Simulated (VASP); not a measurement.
# Ge (P6_3/mmc) in VASP: further runs

The runs below take Ge through single point, with LDA.

All numbers are computed with VASP 6.6.1; they aren't measurements. Logs are shortened: lines on timing, memory, paths and dates and some standing lists are left out, and cuts for length are marked.

## Step 1: The cell of the first run

It takes space group P6_3/mmc (No. 194, hexagonal). The conventional cell has a = 4.024 Å, b = 4.024 Å, c = 6.643 Å, α = 90.00°, β = 90.00°, γ = 120.00°. Ge (site symmetry 3m) has 4 Ge at 2.47 to 2.49 Å within 3.3 Å.

This isn't the form of Ge at room conditions, which is diamond.

## Step 2: Single point, LDA

Input file INCAR:

```
SYSTEM = Ge
PREC     = Accurate       ! precision mode
ENCUT    = 520            ! plane-wave cutoff, eV
EDIFF    = 1E-6           ! SCF threshold, eV
ISMEAR   = -1             ! smearing method
SIGMA    = 0.05           ! smearing width, eV
LREAL    = .False.        ! projectors in reciprocal space
LASPH    = .True.         ! aspherical terms in the spheres
NELM     = 60             ! most SCF steps
ALGO     = Normal         ! electronic algorithm
ISIF     = 2              ! what is computed and relaxed
LWAVE    = .False.        ! write WAVECAR
LCHARG   = .False.        ! write CHGCAR
GGA      = CA             ! functional
NBANDS   = 36             ! bands
```

Input file KPOINTS:

```
Automatic mesh
0
Gamma
  8 8 4
  0 0 0
```

Input file POSCAR:

```
Ge
1.0
    4.0240606931      0.0000000000      0.0000000000
   -2.0120303466      3.4849387866      0.0000000000
    0.0000000000      0.0000000000      6.6430837134
Ge
4
Direct
    0.3333333333      0.6666666667      0.9370987500
    0.6666666667      0.3333333333      0.4370987500
    0.3333333333      0.6666666667      0.5629012500
    0.6666666667      0.3333333333      0.0629012500
```

Potentials or basis: VASP PAW LDA potentials, release 64 (Ge_d).

The run is started by

```bash
$ cat potpaw_LDA.64/Ge_d/POTCAR > POTCAR
$ mpirun -np 1 vasp_std > vasp.out
```

OUTCAR:

```text
SYSTEM = Ge
   PREC = Accurate
   ENCUT = 520
   EDIFF = 1E-6
   ISMEAR = -1
   LREAL = .False.
   LASPH = .True.
   NELM = 60
   ISIF = 2
   GGA = CA

 ion  position               nearest neighbor table
   1  0.333  0.667  0.937-   4 2.47   4 2.47   4 2.47   3 2.49
   2  0.667  0.333  0.437-   3 2.47   3 2.47   3 2.47   4 2.49
   3  0.333  0.667  0.563-   2 2.47   2 2.47   2 2.47   1 2.49
   4  0.667  0.333  0.063-   1 2.47   1 2.47   1 2.47   2 2.49

  LATTYP: Found a hexagonal cell.
 ALAT       =     4.0240606931
 C/A-ratio  =     1.6508408347

  Lattice vectors:

 A1 = (   4.0240606931,   0.0000000000,   0.0000000000)
 A2 = (  -2.0120303466,   3.4849387866,   0.0000000000)
 A3 = (   0.0000000000,   0.0000000000,   6.6430837134)

Analysis of symmetry for initial positions (statically):
=====================================================================
 Subroutine PRICEL returns:
 Original cell was already a primitive cell.

 Routine SETGRP: Setting up the symmetry group for a
 hexagonal supercell.

 Subroutine GETGRP returns: Found 24 space group operations
 (whereof 12 operations were pure point group operations)
 out of a pool of 24 trial point group operations.

The static configuration has the point symmetry D_3d.
 The point group associated with its full space group is D_6h.

Analysis of symmetry for dynamics (positions and initial velocities):
=====================================================================
 Subroutine PRICEL returns:
 Original cell was already a primitive cell.

 Routine SETGRP: Setting up the symmetry group for a
 hexagonal supercell.

 Subroutine GETGRP returns: Found 24 space group operations
 (whereof 12 operations were pure point group operations)
 out of a pool of 24 trial point group operations.

The dynamic configuration has the point symmetry D_3d.
 The point group associated with its full space group is D_6h.

 Subroutine INISYM returns: Found 24 space group operations
 (whereof 12 operations are pure point group operations),
 and found     1 'primitive' translations

----------------------------------------------------------------------------------------

                                     Primitive cell

  volume of cell :      93.1600

  direct lattice vectors                    reciprocal lattice vectors
     4.024060693  0.000000000  0.000000000     0.248505198  0.143474543  0.000000000
    -2.012030347  3.484938787  0.000000000     0.000000000  0.286949086  0.000000000
     0.000000000  0.000000000  6.643083713     0.000000000  0.000000000  0.150532500

  length of vectors
     4.024060693  4.024060693  6.643083713     0.286949086  0.286949086  0.150532500

  position of ions in fractional coordinates (direct lattice)
     0.333333333  0.666666667  0.937098750
     0.666666667  0.333333333  0.437098750
     0.333333333  0.666666667  0.562901250
     0.666666667  0.333333333  0.062901250

  ion indices of the primitive-cell ions
   primitive index   ion index
                 1           1
                 2           2
                 3           3
                 4           4

----------------------------------------------------------------------------------------

 KPOINTS: Automatic mesh

Automatic generation of k-mesh.
 Grid dimensions read from file:
 generate k-points for:    8    8    4

 Generating k-lattice:

  Cartesian coordinates                     Fractional coordinates (reciprocal lattice)
     0.031063150  0.017934318  0.000000000     0.125000000  0.000000000  0.000000000
     0.000000000  0.035868636  0.000000000     0.000000000  0.125000000  0.000000000
     0.000000000  0.000000000  0.037633125     0.000000000  0.000000000  0.250000000

  Length of vectors
     0.035868636  0.035868636  0.037633125

  Shift w.r.t. Gamma in fractional coordinates (k-lattice)
     0.000000000  0.000000000  0.000000000

 Subroutine IBZKPT returns following result:
 ===========================================

 Found     30 irreducible k-points:

 Following reciprocal coordinates:
            Coordinates               Weight
  0.000000  0.000000  0.000000      1.000000
  0.125000  0.000000  0.000000      6.000000
  0.250000  0.000000  0.000000      6.000000
  0.375000  0.000000  0.000000      6.000000
  0.500000  0.000000  0.000000      3.000000
  0.125000  0.125000  0.000000      6.000000
[... 16 lines left out ...]
  0.250000  0.000000  0.500000      6.000000
  0.375000  0.000000  0.500000      6.000000
 [... further k-points ...]
   k-points           NKPTS =     30   k-points in BZ     NKDIM =     30   number of bands    NBANDS=     36
   number of dos      NEDOS =    301   number of ions     NIONS =      4
   total plane-waves  NPLWV =  45000
   dimension x,y,z NGX =    30 NGY =   30 NGZ =   50
   dimension x,y,z NGXF=    60 NGYF=   60 NGZF=  100
   ions per type =               4
   NGX,Y,Z   is equivalent  to a cutoff of  12.39, 12.39, 12.51 a.u.
   NGXF,Y,Z  is equivalent  to a cutoff of  24.79, 24.79, 25.03 a.u.
 SYSTEM =  Ge
   PREC   = accura    normal or accurate (medium, high low for compatibility)
   ISTART =      0    job   : 0-new  1-cont  2-samecut
   ICHARG =      2    charge: 1-file 2-atom 10-const
   ISPIN  =      1    spin polarized calculation?
   LNONCOLLINEAR =      F non collinear calculations
   LSORBIT =      F    spin-orbit coupling
   LASPH  =      T    aspherical Exc in radial PAW
   ENCUT  =  520.0 eV  38.22 Ry    6.18 a.u.   7.48  7.48 12.35*2*pi/ulx,y,z
   NELM   =     60;   NELMIN=  2; NELMDL= -5     # of ELM steps
   EDIFF  = 0.1E-05   stopping-criterion for ELM
   LREAL  =      F    real-space projection
   EDIFFG = 0.1E-04   stopping-criterion for IOM
   NSW    =      0    number of steps for IOM
   IBRION =     -1    ionic relax: 0-MD 1-quasi-New 2-CG
   NFREE  =      0    steps in history (QN), initial steepest desc. (CG)
   ISIF   =      2    stress and relaxation
   ISYM   =      2    0-nonsym 1-usesym 2-fastsym
   POTIM  = 0.5000    time-step for ionic-motion
   TEBEG  =    0.0;   TEEND  =   0.0 temperature during run
   PSTRESS=    0.0 pullay stress
   NELECT =      56.0000    total number of electrons
   NUPDOWN=      -1.0000    fix difference up-down
   EMIN   =  10.00;   EMAX   =-10.00  energy-range for DOS
   EFERMI =   0.00;   METHOD = LEGACY
   ISMEAR =    -1;   SIGMA  =   0.05  broadening in eV -4-tet -1-fermi 0-gaus
   EFERMI_NEDOS =   21; number of points for ismear=-14 and -15
   IALGO  =     38    algorithm
   IMIX   =      4    mixing-type and parameters
     AMIX     =   0.40;   BMIX     =  1.00
     AMIX_MAG =   1.60;   BMIX_MAG =  1.00
  volume/ion in A,a.u.               =      23.29       157.17
  Fermi-wavevector in a.u.,A,eV,Ry     =   1.381638  2.610918 25.972494  1.908924
  Thomas-Fermi vector in A             =   2.506404
   LORBIT       =      0    0 simple, 1 ext, 2 COOP (PROOUT), +10 PAW based schemes
   GGA     = CA    functional components
   LHFCALC =     F    Hartree Fock is set to
   AEXX    =    0.0000 exact exchange contribution
   IVDW    =     0    specifies the selected vdW correction
   LEPSILON=     F    determine dielectric tensor
   LRPA    =     F    only Hartree local field effects (RPA)
 non-spin polarized calculation
  energy-cutoff  :      520.00
  volume of cell :       93.16
 maximum number of plane-waves:      2539
 NGX is ok and might be reduce to    30
   NGX = 15   NGY = 15   NGZ = 25

 number of electron      56.0000030 magnetization

 Free energy of the ion-electron system (eV)
  ---------------------------------------------------
  ext. energy  EPLUGINS =         0.00000000
  ---------------------------------------------------
  free energy    TOTEN  =       -20.67025835 eV

  energy without entropy =      -20.66861326  energy(sigma->0) =      -20.66943581

 E-fermi :   4.4266     XC(G=0): -10.1512

 val. band max:        4.3461487263   @ k =   0.0000   0.0000   0.0000
 cond. band min:       4.4607281268   @ k =   0.0000   0.0000   0.2500
 fundamental gap:      0.1145794006
 Fermi energy:         4.4265940670

 k-point     1 :       0.0000    0.0000    0.0000
  band No.  band energies     occupation
      1     -20.4864      2.00000
      2     -20.4864      2.00000
      3     -20.4505      2.00000
      4     -20.4505      2.00000
      5     -20.4501      2.00000
      6     -20.4375      2.00000
[... 28 lines left out ...]
     35       8.9903      0.00000
     36      10.3848      0.00000

 k-point     2 :       0.1250    0.0000    0.0000
  band No.  band energies     occupation
      1     -20.4947      2.00000
      2     -20.4892      2.00000
      3     -20.4584      2.00000
      4     -20.4553      2.00000
      5     -20.4502      2.00000
      6     -20.4274      2.00000
[... 28 lines left out ...]
     35       9.6358      0.00000
     36      10.6485      0.00000

 k-point     3 :       0.2500    0.0000    0.0000
  band No.  band energies     occupation
      1     -20.5035      2.00000
      2     -20.4934      2.00000
      3     -20.4714      2.00000
      4     -20.4635      2.00000
      5     -20.4458      2.00000
      6     -20.4165      2.00000
[... 28 lines left out ...]
     35      10.6630      0.00000
     36      11.1368      0.00000
[... 742 lines left out ...]
 k-point    23 :       0.2500    0.0000    0.5000
  band No.  band energies     occupation
      1     -20.4811      2.00000
      2     -20.4811      2.00000
      3     -20.4803      2.00000
      4     -20.4803      2.00000
      5     -20.4373      2.00000
      6     -20.4373      2.00000
[... 28 lines left out ...]
     35      10.0139      0.00000
     36      10.0139      0.00000

 k-point    24 :       0.3750    0.0000    0.5000
  band No.  band energies     occupation
      1     -20.4834      2.00000
      2     -20.4834      2.00000
      3     -20.4811      2.00000
      4     -20.4811      2.00000
      5     -20.4322      2.00000
      6     -20.4322      2.00000
[... 28 lines left out ...]
     35      11.7301      0.00000
     36      11.7301      0.00000

 [... further k-points ...]

------------------------ aborting loop because EDIFF is reached ----------------------------------------

  FORCE on cell =-STRESS in cart. coord.  units (eV):
  Direction    XX          YY          ZZ          XY          YZ          ZX
  --------------------------------------------------------------------------------------
  -------------------------------------------------------------------------------------
  Total       -1.6658198     -1.6658198     -1.8423774      0.0000000      0.0000000      0.0000000
  in kB      -28.6489821    -28.6489821    -31.6854426      0.0000000      0.0000000      0.0000000
  external PRESSURE =     -29.6611356 kB  Pullay stress =       0.0000000 kB

 VOLUME and BASIS-vectors are now :
 -----------------------------------------------------------------------------
  energy-cutoff  :      520.00
  volume of cell :       93.16
      direct lattice vectors                 reciprocal lattice vectors
     4.024060693  0.000000000  0.000000000     0.248505198  0.143474543  0.000000000
    -2.012030347  3.484938787  0.000000000     0.000000000  0.286949086  0.000000000
     0.000000000  0.000000000  6.643083713     0.000000000  0.000000000  0.150532500

 POSITION                                       TOTAL-FORCE (eV/Angst)
 -----------------------------------------------------------------------------------
     -0.00000      2.32329      6.22523        -0.000000      0.000000      0.009020
      2.01203      1.16165      2.90368         0.000000     -0.000000      0.009020
     -0.00000      2.32329      3.73940        -0.000000      0.000000     -0.009020
      2.01203      1.16165      0.41786         0.000000     -0.000000     -0.009020
 -----------------------------------------------------------------------------------
    total drift:                               -0.000000      0.000000     -0.000000

  FREE ENERGIE OF THE ION-ELECTRON SYSTEM (eV)
  ---------------------------------------------------
  free  energy   TOTEN  =       -20.6702583470 eV

  energy  without entropy=      -20.6686132647  energy(sigma->0) =      -20.66943581
```

Run time: 2.2 min. Hardware: 1 thread of Intel Xeon 8259CL, shared host; peak memory 0.21 GiB.

What came out:

```yaml
Free_energy: -20.6703 eV
Pressure: -3.0 GPa
Largest_force: 0.009 eV/Å
Band_gap_on_the_k_mesh: 0.11 eV (least direct gap 0.19 eV)
```

Forces on the atoms (eV/Å):
```
Ge   0.000  0.000  0.009
Ge   0.000  0.000  0.009
Ge   0.000  0.000 -0.009
Ge   0.000  0.000 -0.009
```

Stress tensor (GPa, compression positive):
```
-2.86  0.00  0.00
 0.00 -2.86  0.00
 0.00  0.00 -3.17
```

Levels at points of the mesh, in eV from the valence-band top:
```csv
k point,band 24,band 25,band 26,band 27,band 28,band 29,band 30,band 31,band 32,band 33
"(0.00, 0.00, 0.00)",-1.29,-1.29,-0.20,-0.08,0.00,0.27,0.27,2.39,2.39,2.86
"(0.50, 0.00, 0.00)",-6.58,-4.33,-2.84,-2.60,-1.26,0.63,1.65,3.64,3.83,4.39
"(0.00, 0.00, 0.50)",-4.67,-0.68,-0.68,-0.68,-0.68,0.68,0.68,3.48,3.48,3.48
"(0.50, 0.00, 0.50)",-7.67,-2.35,-2.35,-2.20,-2.20,0.58,0.58,2.24,2.24,6.17
```

## Step 3: Single point, LDA

This run uses another cell than the first one, of 23.75 Å³/atom.

Input file INCAR:

```
SYSTEM = Ge
PREC = Accurate ; ENCUT = 520
EDIFF = 1E-6 ; ISMEAR = -1
SIGMA = 0.05 ; LREAL = .False.
LASPH = .True. ; NELM = 80
ALGO = Normal ; ISIF = 2
LWAVE = .False. ; LCHARG = .True.
GGA = CA ; LELF = .True.
LVHAR = .True. ; NBANDS = 36
```

Input file KPOINTS:

```
regular mesh
0
Gamma
  8 8 4
  0 0 0
```

Input file POSCAR:

```
Ge
1.0
    4.0501916895      0.0000000000      0.0000000000
   -2.0250958448      3.5075688934      0.0000000000
    0.0000000000      0.0000000000      6.6862218294
Ge
4
Direct
    0.3333333333      0.6666666667      0.9370987500
    0.6666666667      0.3333333333      0.4370987500
    0.3333333333      0.6666666667      0.5629012500
    0.6666666667      0.3333333333      0.0629012500
```

Potentials or basis: VASP PAW LDA potentials, release 64 (Ge_d).

The run is started by

```bash
$ cat potpaw_LDA.64/Ge_d/POTCAR > POTCAR
$ mpirun -np 1 vasp_std > vasp.out
```

It took 2.2 min on 1 thread of Intel Xeon 8259CL, shared host; peak memory 0.21 GiB.

Results (log left out):

| Item | Value |
| --- | --- |
| Free energy | -20.6302 eV |
| Pressure | -4.0 GPa |
| Largest force | 0.019 eV/Å |

Forces in eV/Å, atoms in the order of the input:
```
Ge   0.000  0.000  0.019
Ge   0.000  0.000  0.019
Ge   0.000  0.000 -0.019
Ge   0.000  0.000 -0.019
```

Stress tensor (GPa, compression positive):
```
-3.91  0.00  0.00
 0.00 -3.91  0.00
 0.00  0.00 -4.25
```

Levels at points of the mesh, in eV from the Fermi level:
```csv
k point,band 26,band 27,band 28,band 29,band 30,band 31
"(0.00, 0.00, 0.00)",-0.44,-0.19,-0.06,0.20,0.20,2.33
"(0.50, 0.00, 0.00)",-2.84,-2.59,-1.29,0.58,1.53,3.57
"(0.00, 0.00, 0.50)",-0.72,-0.72,-0.72,0.55,0.55,3.40
"(0.50, 0.00, 0.50)",-2.37,-2.21,-2.21,0.50,0.50,2.19
```

Caveat: the cell stands under tension.

## Step 4: Single point, LDA

This run uses another cell than the first one, of 24.20 Å³/atom.

Input file INCAR:

```
SYSTEM = Ge
PREC     = Accurate       ! precision mode
ENCUT    = 520            ! plane-wave cutoff, eV
EDIFF    = 1E-6           ! SCF threshold, eV
ISMEAR   = -1             ! smearing method
SIGMA    = 0.05           ! smearing width, eV
LREAL    = .False.        ! projectors in reciprocal space
LASPH    = .True.         ! aspherical terms in the spheres
NELM     = 80             ! most SCF steps
ALGO     = Normal         ! electronic algorithm
ISIF     = 2              ! what is computed and relaxed
LWAVE    = .False.        ! write WAVECAR
LCHARG   = .True.         ! write CHGCAR
LELF     = .True.         ! ELF
LVHAR    = .True.       
NBANDS   = 36             ! bands
```

Input file KPOINTS:

```
Automatic mesh
0
Gamma
  8 8 4
  0 0 0
```

Input file POSCAR:

```
Ge
1.0
    4.0759897844      0.0000000000      0.0000000000
   -2.0379948922      3.5299106989      0.0000000000
    0.0000000000      0.0000000000      6.7288103778
Ge
4
Direct
    0.3333333333      0.6666666667      0.9370987500
    0.6666666667      0.3333333333      0.4370987500
    0.3333333333      0.6666666667      0.5629012500
    0.6666666667      0.3333333333      0.0629012500
```

The run is started by

```bash
$ cat potpaw_LDA.64/Ge_d/POTCAR > POTCAR
$ mpirun -np 1 vasp_std > vasp.out
```

Wall time 2.2 min (1 thread of Intel Xeon 8259CL, shared host); peak memory 0.21 GiB.

Results (log left out):

```
Free energy   : -20.5786 eV
Pressure      : -5.0 GPa
Largest force : 0.028 eV/Å
```

Forces in eV/Å, atoms in the order of the input:
```
Ge   0.000  0.000  0.028
Ge   0.000  0.000  0.028
Ge   0.000  0.000 -0.028
Ge   0.000  0.000 -0.028
```

Stress tensor (GPa, compression positive):
```
-4.84  0.00  0.00
 0.00 -4.84  0.00
 0.00  0.00 -5.23
```

Levels at points of the mesh, in eV from the Fermi level:
```csv
k point,band 26,band 27,band 28,band 29,band 30,band 31
"(0.00, 0.00, 0.00)",-0.60,-0.23,-0.04,0.21,0.21,2.34
"(0.50, 0.00, 0.00)",-2.76,-2.51,-1.25,0.61,1.48,3.58
"(0.00, 0.00, 0.50)",-0.69,-0.69,-0.69,0.51,0.51,3.39
"(0.50, 0.00, 0.50)",-2.31,-2.15,-2.15,0.50,0.50,2.21
```

Caveat: the cell stands under tension.

## Step 5: The runs side by side

```csv
cell,pressure (GPa),largest force (eV/Å)
"a = 4.024, b = 4.024, c = 6.643 Å, angles 90.0, 90.0, 120.0°, 4 atoms",-3.0,0.01
"a = 4.050, b = 4.050, c = 6.686 Å, angles 90.0, 90.0, 120.0°, 4 atoms",-4.0,0.02
"a = 4.076, b = 4.076, c = 6.729 Å, angles 90.0, 90.0, 120.0°, 4 atoms",-5.0,0.03
```

Alike in all rows: task single point; level LDA; potentials or basis VASP PAW LDA potentials, release 64 (Ge_d); no spin polarisation; k mesh 8 × 8 × 4; cutoff (eV) 520; smearing fermi-dirac 0.05 eV.

Caveats: the cell stands under tension (at least some runs).

Total energies depend on the potentials used, so only differences within one code and one set of settings carry meaning.
